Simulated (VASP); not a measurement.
Ti: single point with PBEsol

Crystal: Ti.

```xyz
1
Lattice="0.0000 2.0300 2.0300 2.0300 0.0000 2.0300 2.0300 2.0300 0.0000" Properties=species:S:1:pos:R:3 pbc="T T T"
Ti    0.0000    0.0000    0.0000
```

This isn't the form of Ti at room conditions, which is hcp.

* Program: VASP 6.6.1
* Task: single point
* Functional: PBEsol
* Potentials or basis: VASP PAW PBE potentials, release 64 (Ti_sv)
* Cutoff: 500 eV
* k mesh: 13 × 13 × 13
* Occupations: methfessel-paxton, width 0.1 eV
* Spin: no spin polarisation
* Dipole correction: no
* Further INCAR settings: ALGO = Normal; EDIFF = 1e-06; NBANDS = 12

```
Pressure               : -0.7 GPa
Band gap on the k mesh : zero (bands 6 and 7 overlap by 1.42 eV)
```

Levels at points of the mesh, in eV from the Fermi level:
```
           k point  band 4  band 5  band 6  band 7  band 8  band 9
(0.00, 0.00, 0.00)  -32.29   -6.15    0.93    0.93    0.93    2.64
```

Run time: 6.6 s on 1 thread of Intel(R) Xeon(R) 6975P-C (Granite Rapids) (shared host), peak memory 0.14 GiB.

Caveat: the PAW data sets were made with another functional, which shifts forces and pressure a little.
